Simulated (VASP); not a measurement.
# Nb (Im-3m) in VASP: a series of runs

The runs below take Nb through single point, with PBE.

Program: VASP 6.6.1. These are calculated values, not measurements. Logs are shortened: lines on timing, memory, paths and dates and some standing lists are left out, and cuts for length are marked.

## (1) The cell of the first run

The structure is cubic, space group Im-3m (No. 229). Conventional cell: a = 3.310 Å, b = 3.310 Å, c = 3.310 Å, α = 90.00°, β = 90.00°, γ = 90.00°. Within 3.8 Å of Nb (site symmetry m-3m) lie 14 Nb at 2.87 to 3.31 Å.

## (2) Single point, PBE

Contents of INCAR:

```
  ALGO = Normal
  EDIFF = 1E-6
  ENCUT = 520
  GGA = PE
  ISIF = 2
  ISMEAR = -1
  LASPH = True
  LCHARG = False
  LREAL = False
  LWAVE = False
  NBANDS = 12
  NELM = 80
  PREC = Accurate
  SIGMA = 0.6
```

Contents of KPOINTS:

```
k-points
0
Gamma
  13 13 13
```

Contents of POSCAR:

```
Nb
1.0
   -1.6547957147      1.6547957147      1.6547957147
    1.6547957147     -1.6547957147      1.6547957147
    1.6547957147      1.6547957147     -1.6547957147
Nb
1
Direct
    0.0000000000      0.0000000000      0.0000000000
```

Potentials or basis: VASP PAW PBE potentials, release 64 (Nb_sv).

The run is started by

```console
$ cat potpaw_PBE.64/Nb_sv/POTCAR > POTCAR
$ mpirun -np 1 vasp_std > vasp.out
```

OUTCAR:

```text
EDIFF = 1E-6
   ENCUT = 520
   GGA = PE
   ISIF = 2
   ISMEAR = -1
   LASPH = True
   LREAL = False
   NELM = 80
   PREC = Accurate

 ion  position               nearest neighbor table
   1  0.000  0.000  0.000-

  LATTYP: Found a body centered cubic cell.
 ALAT       =     3.3095914294

  Lattice vectors:

 A1 = (  -1.6547957147,   1.6547957147,   1.6547957147)
 A2 = (   1.6547957147,  -1.6547957147,   1.6547957147)
 A3 = (   1.6547957147,   1.6547957147,  -1.6547957147)

Analysis of symmetry for initial positions (statically):
=====================================================================
 Subroutine PRICEL returns:
 Original cell was already a primitive cell.

 Routine SETGRP: Setting up the symmetry group for a
 body centered cubic supercell.

 Subroutine GETGRP returns: Found 48 space group operations
 (whereof 48 operations were pure point group operations)
 out of a pool of 48 trial point group operations.

The static configuration has the point symmetry O_h .

Analysis of symmetry for dynamics (positions and initial velocities):
=====================================================================
 Subroutine PRICEL returns:
 Original cell was already a primitive cell.

 Routine SETGRP: Setting up the symmetry group for a
 body centered cubic supercell.

 Subroutine GETGRP returns: Found 48 space group operations
 (whereof 48 operations were pure point group operations)
 out of a pool of 48 trial point group operations.

The dynamic configuration has the point symmetry O_h .

 Subroutine INISYM returns: Found 48 space group operations
 (whereof 48 operations are pure point group operations),
 and found     1 'primitive' translations

----------------------------------------------------------------------------------------

                                     Primitive cell

  volume of cell :      18.1256

  direct lattice vectors                    reciprocal lattice vectors
    -1.654795715  1.654795715  1.654795715     0.000000000  0.302152100  0.302152100
     1.654795715 -1.654795715  1.654795715     0.302152100  0.000000000  0.302152100
     1.654795715  1.654795715 -1.654795715     0.302152100  0.302152100  0.000000000

  length of vectors
     2.866190254  2.866190254  2.866190254     0.427307597  0.427307597  0.427307597

[... 81 lines left out ...]
   NSW    =      0    number of steps for IOM
   IBRION =     -1    ionic relax: 0-MD 1-quasi-New 2-CG
   NFREE  =      0    steps in history (QN), initial steepest desc. (CG)
   ISIF   =      2    stress and relaxation
   ISYM   =      2    0-nonsym 1-usesym 2-fastsym
   POTIM  = 0.5000    time-step for ionic-motion
   TEBEG  =    0.0;   TEEND  =   0.0 temperature during run
   PSTRESS=    0.0 pullay stress
   NELECT =      13.0000    total number of electrons
   NUPDOWN=      -1.0000    fix difference up-down
   EMIN   =  10.00;   EMAX   =-10.00  energy-range for DOS
   EFERMI =   0.00;   METHOD = LEGACY
   ISMEAR =    -1;   SIGMA  =   0.60  broadening in eV -4-tet -1-fermi 0-gaus
   EFERMI_NEDOS =   21; number of points for ismear=-14 and -15
   IALGO  =     38    algorithm
   IMIX   =      4    mixing-type and parameters
     AMIX     =   0.40;   BMIX     =  1.00
     AMIX_MAG =   1.60;   BMIX_MAG =  1.00
  volume/ion in A,a.u.               =      18.13       122.32
  Fermi-wavevector in a.u.,A,eV,Ry     =   1.465407  2.769217 29.217387  2.147417
  Thomas-Fermi vector in A             =   2.581267
   LORBIT       =      0    0 simple, 1 ext, 2 COOP (PROOUT), +10 PAW based schemes
   GGA     = PE    functional components
   LHFCALC =     F    Hartree Fock is set to
   AEXX    =    0.0000 exact exchange contribution
   IVDW    =     0    specifies the selected vdW correction
   LEPSILON=     F    determine dielectric tensor
   LRPA    =     F    only Hartree local field effects (RPA)
 non-spin polarized calculation
  energy-cutoff  :      520.00
  volume of cell :       18.13
 maximum number of plane-waves:       496
 NGX is ok and might be reduce to    24
   NGX = 11   NGY = 11   NGZ = 11

 number of electron      13.0000000 magnetization

 Free energy of the ion-electron system (eV)
  ---------------------------------------------------
  ext. energy  EPLUGINS =         0.00000000
  ---------------------------------------------------
  free energy    TOTEN  =       -10.89443140 eV

  energy without entropy =       -9.62999781  energy(sigma->0) =      -10.26221460

 E-fermi :  11.3845     XC(G=0): -12.4629

 val. band max:       11.3648667626   @ k =   0.3077   0.0769   0.0000
 cond. band min:      11.4154468859   @ k =  -0.2308   0.3077   0.1538
 fundamental gap:      0.0505801233
 Fermi energy:        11.3844629312

 k-point     1 :       0.0000    0.0000    0.0000
  band No.  band energies     occupation
      1     -43.2321      2.00000
      2     -18.5479      2.00000
      3     -18.5479      2.00000
      4     -18.5479      2.00000
      5       5.1588      1.99994
      6      11.4834      0.91777
      7      11.4834      0.91777
      8      11.4834      0.91777
      9      14.3741      0.01362
     10      14.3741      0.01362
     11      25.2912      0.00000
     12      25.2912      0.00000
[... 331 lines left out ...]
 k-point    24 :       0.2308    0.0769    0.0769
  band No.  band energies     occupation
      1     -43.0591      2.00000
      2     -19.5019      2.00000
      3     -18.8377      2.00000
      4     -18.6241      2.00000
      5       7.9588      1.99339
      6       9.8943      1.84596
      7      10.5856      1.58217
      8      14.1897      0.01847
      9      14.7057      0.00786
     10      15.8625      0.00115
     11      25.0747      0.00000
     12      25.7599      0.00000

 [... further k-points ...]

------------------------ aborting loop because EDIFF is reached ----------------------------------------

  FORCE on cell =-STRESS in cart. coord.  units (eV):
  Direction    XX          YY          ZZ          XY          YZ          ZX
  --------------------------------------------------------------------------------------
  -------------------------------------------------------------------------------------
  Total        0.7291247      0.7291247      0.7291247      0.0000000      0.0000000     -0.0000000
  in kB       64.4494515     64.4494515     64.4494515      0.0000000      0.0000000     -0.0000000
  external PRESSURE =      64.4494515 kB  Pullay stress =       0.0000000 kB

 VOLUME and BASIS-vectors are now :
 -----------------------------------------------------------------------------
  energy-cutoff  :      520.00
  volume of cell :       18.13
      direct lattice vectors                 reciprocal lattice vectors
    -1.654795715  1.654795715  1.654795715     0.000000000  0.302152100  0.302152100
     1.654795715 -1.654795715  1.654795715     0.302152100  0.000000000  0.302152100
     1.654795715  1.654795715 -1.654795715     0.302152100  0.302152100  0.000000000

 POSITION                                       TOTAL-FORCE (eV/Angst)
 -----------------------------------------------------------------------------------
      0.00000      0.00000      0.00000        -0.000000      0.000000      0.000000
 -----------------------------------------------------------------------------------
    total drift:                                0.000000      0.000000      0.000000

  FREE ENERGIE OF THE ION-ELECTRON SYSTEM (eV)
  ---------------------------------------------------
  free  energy   TOTEN  =       -10.8944313958 eV

  energy  without entropy=       -9.6299978056  energy(sigma->0) =      -10.26221460
```

Run time: 6.2 s. Hardware: 1 thread of Intel Xeon 6975P-C (Granite Rapids), shared host; peak memory 0.14 GiB.

Results:

| Property | Result |
| --- | --- |
| Free energy | -10.8944 eV |
| Pressure | 6.4 GPa |

## (3) Single point, PBE

Contents of INCAR:

```
PREC = Accurate
ENCUT = 520
EDIFF = 1E-6
ISMEAR = -1
SIGMA = 1.0
LREAL = False
LASPH = True
NELM = 80
ALGO = Normal
ISIF = 2
LWAVE = False
LCHARG = False
GGA = PE
NBANDS = 12
```

Contents of KPOINTS:

```
regular mesh
0
Gamma
  13 13 13
```

POSCAR is that of step 2.

Potentials or basis: VASP PAW PBE potentials, release 64 (Nb_sv).

The run is started by

```console
$ cat potpaw_PBE.64/Nb_sv/POTCAR > POTCAR
$ mpirun -np 1 vasp_std > vasp.out
```

Wall time 6.3 s (1 thread of Intel Xeon 6975P-C (Granite Rapids), shared host); peak memory 0.15 GiB.

The run converged. Its results:

```yaml
Free_energy: -12.0114 eV
Pressure: 17.1 GPa
```

Levels at points of the mesh, in eV from the Fermi level:
| k point | band 3 | band 4 | band 5 | band 6 | band 7 | band 8 | band 9 | band 10 | band 11 | band 12 |
| --- | --- | --- | --- | --- | --- | --- | --- | --- | --- | --- |
| (0.00, 0.00, 0.00) | -29.95 | -29.95 | -6.38 | 0.01 | 0.01 | 0.01 | 2.90 | 2.90 | 13.74 | 13.74 |
